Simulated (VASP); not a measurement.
# PbSe in VASP: notebook

The runs below take PbSe through single point, with PBE, r2SCAN.

Everything below comes from runs of VASP 6.6.1. Logs are shortened: lines on timing, memory, paths and dates and some standing lists are left out, and cuts for length are marked.

### 1 The cell of the first run

The typed cell holds 4 atoms: a = 4.967 Å, b = 4.967 Å, c = 5.966 Å, α = 90.00°, β = 90.00°, γ = 120.00°.

### 2 Single point, PBE (strain -4.0%)

File INCAR:

```
SYSTEM = PbSe
ALGO     = Normal         ! electronic algorithm
EDIFF    = 1E-6           ! SCF threshold, eV
ENCUT    = 520            ! plane-wave cutoff, eV
GGA      = PE             ! functional
ISIF     = 2              ! what is computed and relaxed
ISMEAR   = -1             ! smearing method
LASPH    = .TRUE.         ! aspherical terms in the spheres
LCHARG   = .FALSE.        ! write CHGCAR
LREAL    = .FALSE.        ! projectors in reciprocal space
LWAVE    = .FALSE.        ! write WAVECAR
NBANDS   = 28             ! bands
NELM     = 60             ! most SCF steps
PREC     = Accurate       ! precision mode
SIGMA    = 0.02           ! smearing width, eV
```

File KPOINTS:

```
k-points
0
G
  6 6 4
  0 0 0
```

File POSCAR:

```
PbSe
1.0
    4.9671785711      0.0000000000      0.0000000000
   -2.4835892856      4.3017028277      0.0000000000
    0.0000000000      0.0000000000      5.9661839649
Pb Se
2 2
Direct
    0.3333333333      0.6666666667     -0.0625296050
    0.6666666667      0.3333333333      0.4374703950
    0.3333333333      0.6666666667      0.4375296050
    0.6666666667      0.3333333333      0.9375296050
```

Potentials or basis: VASP PAW PBE potentials, release 64 (Pb_d, Se).

Command:

```
$ cat potpaw_PBE.64/Pb_d/POTCAR potpaw_PBE.64/Se/POTCAR > POTCAR
$ mpirun -np 1 vasp_std > vasp.out
```

OUTCAR:

```text
SYSTEM = PbSe
   EDIFF = 1E-6
   ENCUT = 520
   GGA = PE
   ISIF = 2
   ISMEAR = -1
   LASPH = .TRUE.
   LREAL = .FALSE.
   NELM = 60
   PREC = Accurate

 ion  position               nearest neighbor table
   1  0.333  0.667  0.937-   4 2.87   4 2.87   4 2.87   3 2.98   3 2.98   2 4.14   2 4.14   2 4.14
                             2 4.14   2 4.14   2 4.14
   2  0.667  0.333  0.437-   3 2.87   3 2.87   3 2.87   4 2.98   4 2.98   1 4.14   1 4.14   1 4.14
                             1 4.14   1 4.14   1 4.14
   3  0.333  0.667  0.438-   2 2.87   2 2.87   2 2.87   1 2.98   1 2.98
   4  0.667  0.333  0.938-   1 2.87   1 2.87   1 2.87   2 2.98   2 2.98

  LATTYP: Found a hexagonal cell.
 ALAT       =     4.9671785711
 C/A-ratio  =     1.2011212964

  Lattice vectors:

 A1 = (   4.9671785711,   0.0000000000,   0.0000000000)
 A2 = (  -2.4835892856,   4.3017028277,   0.0000000000)
 A3 = (   0.0000000000,   0.0000000000,   5.9661839649)

Analysis of symmetry for initial positions (statically):
=====================================================================
 Subroutine PRICEL returns:
 Original cell was already a primitive cell.

 Routine SETGRP: Setting up the symmetry group for a
 hexagonal supercell.

 Subroutine GETGRP returns: Found 12 space group operations
 (whereof  6 operations were pure point group operations)
 out of a pool of 24 trial point group operations.

The static configuration has the point symmetry C_3v.
 The point group associated with its full space group is C_6v.

Analysis of symmetry for dynamics (positions and initial velocities):
=====================================================================
 Subroutine PRICEL returns:
 Original cell was already a primitive cell.

 Routine SETGRP: Setting up the symmetry group for a
 hexagonal supercell.

 Subroutine GETGRP returns: Found 12 space group operations
 (whereof  6 operations were pure point group operations)
 out of a pool of 24 trial point group operations.

The dynamic configuration has the point symmetry C_3v.
 The point group associated with its full space group is C_6v.

 Subroutine INISYM returns: Found 12 space group operations
 (whereof  6 operations are pure point group operations),
 and found     1 'primitive' translations

----------------------------------------------------------------------------------------

                                     Primitive cell

  volume of cell :     127.4814

  direct lattice vectors                    reciprocal lattice vectors
     4.967178571  0.000000000  0.000000000     0.201321532  0.116233041  0.000000000
    -2.483589286  4.301702828  0.000000000     0.000000000  0.232466081  0.000000000
     0.000000000  0.000000000  5.966183965     0.000000000  0.000000000  0.167611325

  length of vectors
     4.967178571  4.967178571  5.966183965     0.232466081  0.232466081  0.167611325

  position of ions in fractional coordinates (direct lattice)
     0.333333333  0.666666667  0.937470395
     0.666666667  0.333333333  0.437470395
     0.333333333  0.666666667  0.437529605
     0.666666667  0.333333333  0.937529605

  ion indices of the primitive-cell ions
   primitive index   ion index
                 1           1
                 2           2
                 3           3
                 4           4

----------------------------------------------------------------------------------------

 KPOINTS: k-points

Automatic generation of k-mesh.
 Grid dimensions read from file:
 generate k-points for:    6    6    4

 Generating k-lattice:

  Cartesian coordinates                     Fractional coordinates (reciprocal lattice)
     0.033553589  0.019372173  0.000000000     0.166666667  0.000000000  0.000000000
     0.000000000  0.038744347  0.000000000     0.000000000  0.166666667  0.000000000
     0.000000000  0.000000000  0.041902831     0.000000000  0.000000000  0.250000000

  Length of vectors
     0.038744347  0.038744347  0.041902831

  Shift w.r.t. Gamma in fractional coordinates (k-lattice)
     0.000000000  0.000000000  0.000000000

 Subroutine IBZKPT returns following result:
 ===========================================

 Found     21 irreducible k-points:

 Following reciprocal coordinates:
            Coordinates               Weight
  0.000000  0.000000  0.000000      1.000000
  0.166667  0.000000  0.000000      6.000000
  0.333333  0.000000  0.000000      6.000000
  0.500000  0.000000  0.000000      3.000000
  0.166667  0.166667  0.000000      6.000000
  0.333333  0.166667  0.000000     12.000000
[... 13 lines left out ...]
  0.333333  0.166667  0.500000     12.000000
  0.333333  0.333333  0.500000      2.000000
   k-points           NKPTS =     21   k-points in BZ     NKDIM =     21   number of bands    NBANDS=     28
   number of dos      NEDOS =    301   number of ions     NIONS =      4
   total plane-waves  NPLWV =  76800
   dimension x,y,z NGX =    40 NGY =   40 NGZ =   48
   dimension x,y,z NGXF=    80 NGYF=   80 NGZF=   96
   ions per type =               2   2
   NGX,Y,Z   is equivalent  to a cutoff of  13.39, 13.39, 13.38 a.u.
   NGXF,Y,Z  is equivalent  to a cutoff of  26.78, 26.78, 26.75 a.u.
 SYSTEM =  PbSe
   PREC   = accura    normal or accurate (medium, high low for compatibility)
   ISTART =      0    job   : 0-new  1-cont  2-samecut
   ICHARG =      2    charge: 1-file 2-atom 10-const
   ISPIN  =      1    spin polarized calculation?
   LNONCOLLINEAR =      F non collinear calculations
   LSORBIT =      F    spin-orbit coupling
   LASPH  =      T    aspherical Exc in radial PAW
   ENCUT  =  520.0 eV  38.22 Ry    6.18 a.u.   9.24  9.24 11.09*2*pi/ulx,y,z
   NELM   =     60;   NELMIN=  2; NELMDL= -5     # of ELM steps
   EDIFF  = 0.1E-05   stopping-criterion for ELM
   LREAL  =      F    real-space projection
   EDIFFG = 0.1E-04   stopping-criterion for IOM
   NSW    =      0    number of steps for IOM
   IBRION =     -1    ionic relax: 0-MD 1-quasi-New 2-CG
   NFREE  =      0    steps in history (QN), initial steepest desc. (CG)
   ISIF   =      2    stress and relaxation
   ISYM   =      2    0-nonsym 1-usesym 2-fastsym
   POTIM  = 0.5000    time-step for ionic-motion
   TEBEG  =    0.0;   TEEND  =   0.0 temperature during run
   PSTRESS=    0.0 pullay stress
   NELECT =      40.0000    total number of electrons
   NUPDOWN=      -1.0000    fix difference up-down
   EMIN   =  10.00;   EMAX   =-10.00  energy-range for DOS
   EFERMI =   0.00;   METHOD = LEGACY
   ISMEAR =    -1;   SIGMA  =   0.02  broadening in eV -4-tet -1-fermi 0-gaus
   EFERMI_NEDOS =   21; number of points for ismear=-14 and -15
   IALGO  =     38    algorithm
   IMIX   =      4    mixing-type and parameters
     AMIX     =   0.40;   BMIX     =  1.00
     AMIX_MAG =   1.60;   BMIX_MAG =  1.00
  volume/ion in A,a.u.               =      31.87       215.07
  Fermi-wavevector in a.u.,A,eV,Ry     =   1.112447  2.102219 16.837723  1.237538
  Thomas-Fermi vector in A             =   2.249021
   LORBIT       =      0    0 simple, 1 ext, 2 COOP (PROOUT), +10 PAW based schemes
   GGA     = PE    functional components
   LHFCALC =     F    Hartree Fock is set to
   AEXX    =    0.0000 exact exchange contribution
   IVDW    =     0    specifies the selected vdW correction
   LEPSILON=     F    determine dielectric tensor
   LRPA    =     F    only Hartree local field effects (RPA)
 non-spin polarized calculation
  energy-cutoff  :      520.00
  volume of cell :      127.48
 maximum number of plane-waves:      3454
 NGX is ok and might be reduce to    40
   NGX = 19   NGY = 19   NGZ = 23

 number of electron      39.9999998 magnetization

 Free energy of the ion-electron system (eV)
  ---------------------------------------------------
  ext. energy  EPLUGINS =         0.00000000
  ---------------------------------------------------
  free energy    TOTEN  =       -15.69781893 eV

  energy without entropy =      -15.69781893  energy(sigma->0) =      -15.69781893

 E-fermi :   4.8749     XC(G=0):  -8.7496

 val. band max:        4.4652149424   @ k =   0.3333   0.3333   0.5000
 cond. band min:       5.4148817907   @ k =   0.3333   0.3333   0.5000
 fundamental gap:      0.9496668483
 Fermi energy:         4.8748925467

 k-point     1 :       0.0000    0.0000    0.0000
  band No.  band energies     occupation
      1     -12.7209      2.00000
      2     -12.5694      2.00000
      3     -12.5694      2.00000
      4     -12.5684      2.00000
      5     -12.5684      2.00000
      6     -12.5519      2.00000
[... 20 lines left out ...]
     27      10.5246      0.00000
     28      10.5538      0.00000

 k-point     2 :       0.1667    0.0000    0.0000
  band No.  band energies     occupation
      1     -12.7173      2.00000
      2     -12.5853      2.00000
      3     -12.5682      2.00000
      4     -12.5633      2.00000
      5     -12.5610      2.00000
      6     -12.5543      2.00000
[... 20 lines left out ...]
     27      10.1075      0.00000
     28      10.1670      0.00000

 k-point     3 :       0.3333    0.0000    0.0000
  band No.  band energies     occupation
      1     -12.7075      2.00000
      2     -12.6174      2.00000
      3     -12.5623      2.00000
      4     -12.5586      2.00000
      5     -12.5505      2.00000
      6     -12.5497      2.00000
[... 20 lines left out ...]
     27       9.8243      0.00000
     28      11.0416      0.00000

 k-point     4 :       0.5000    0.0000    0.0000
  band No.  band energies     occupation
      1     -12.6997      2.00000
      2     -12.6358      2.00000
      3     -12.5606      2.00000
      4     -12.5591      2.00000
      5     -12.5465      2.00000
      6     -12.5443      2.00000
[... 20 lines left out ...]
     27       9.9538      0.00000
     28      10.6880      0.00000

 k-point     5 :       0.1667    0.1667    0.0000
  band No.  band energies     occupation
      1     -12.7096      2.00000
      2     -12.6103      2.00000
      3     -12.5634      2.00000
      4     -12.5587      2.00000
      5     -12.5549      2.00000
      6     -12.5520      2.00000
[... 20 lines left out ...]
     27      10.3615      0.00000
     28      11.4717      0.00000

 k-point     6 :       0.3333    0.1667    0.0000
  band No.  band energies     occupation
      1     -12.6952      2.00000
      2     -12.6401      2.00000
      3     -12.5631      2.00000
      4     -12.5615      2.00000
      5     -12.5442      2.00000
      6     -12.5416      2.00000
[... 370 lines left out ...]
      5     -12.5600      2.00000
      6     -12.5600      2.00000
[... 20 lines left out ...]
     27      10.9259      0.00000
     28      10.9259      0.00000

 k-point    19 :       0.1667    0.1667    0.5000
  band No.  band energies     occupation
      1     -12.6145      2.00000
      2     -12.6145      2.00000
      3     -12.5694      2.00000
      4     -12.5694      2.00000
      5     -12.5680      2.00000
      6     -12.5680      2.00000
[... 20 lines left out ...]
     27      11.5846      0.00000
     28      11.5846      0.00000

 k-point    20 :       0.3333    0.1667    0.5000
  band No.  band energies     occupation
      1     -12.6127      2.00000
      2     -12.6127      2.00000
      3     -12.5724      2.00000
      4     -12.5724      2.00000
      5     -12.5600      2.00000
      6     -12.5600      2.00000
[... 20 lines left out ...]
     27      10.9661      0.00000
     28      10.9661      0.00000

 k-point    21 :       0.3333    0.3333    0.5000
  band No.  band energies     occupation
      1     -12.6088      2.00000
      2     -12.6088      2.00000
      3     -12.5766      2.00000
      4     -12.5766      2.00000
      5     -12.5565      2.00000
      6     -12.5565      2.00000
[... 20 lines left out ...]
     27      10.8531      0.00000
     28      10.8531      0.00000

------------------------ aborting loop because EDIFF is reached ----------------------------------------

  FORCE on cell =-STRESS in cart. coord.  units (eV):
  Direction    XX          YY          ZZ          XY          YZ          ZX
  --------------------------------------------------------------------------------------
  -------------------------------------------------------------------------------------
  Total        5.4181847      5.4181847      5.9744107     -0.0000000      0.0000000      0.0000000
  in kB       68.0953676     68.0953676     75.0859767     -0.0000000      0.0000000      0.0000000
  external PRESSURE =      70.4255707 kB  Pullay stress =       0.0000000 kB

 VOLUME and BASIS-vectors are now :
 -----------------------------------------------------------------------------
  energy-cutoff  :      520.00
  volume of cell :      127.48
      direct lattice vectors                 reciprocal lattice vectors
     4.967178571  0.000000000  0.000000000     0.201321532  0.116233041  0.000000000
    -2.483589286  4.301702828  0.000000000     0.000000000  0.232466081  0.000000000
     0.000000000  0.000000000  5.966183965     0.000000000  0.000000000  0.167611325

 POSITION                                       TOTAL-FORCE (eV/Angst)
 -----------------------------------------------------------------------------------
     -0.00000      2.86780      5.59312        -0.000000      0.000000      0.000590
      2.48359      1.43390      2.61003         0.000000     -0.000000      0.000590
     -0.00000      2.86780      2.61038         0.000000     -0.000000     -0.000590
      2.48359      1.43390      5.59347        -0.000000      0.000000     -0.000590
 -----------------------------------------------------------------------------------
    total drift:                               -0.000000      0.000000      0.000021

  FREE ENERGIE OF THE ION-ELECTRON SYSTEM (eV)
  ---------------------------------------------------
  free  energy   TOTEN  =       -15.6978189330 eV

  energy  without entropy=      -15.6978189330  energy(sigma->0) =      -15.69781893
```

Run time: 3.3 min. Hardware: 1 thread of Intel Xeon 8259CL, shared host; peak memory 0.29 GiB.

What came out:

- Free energy: -15.6978 eV
- Pressure: 7.0 GPa
- Band gap on the k mesh: 0.95 eV

Caveat: the cell differs from its parent crystal (strain -4.0%); the cell stands under pressure; spin-orbit coupling is left out, which moves the levels of the heavy elements.

[end of part 1 of 2]
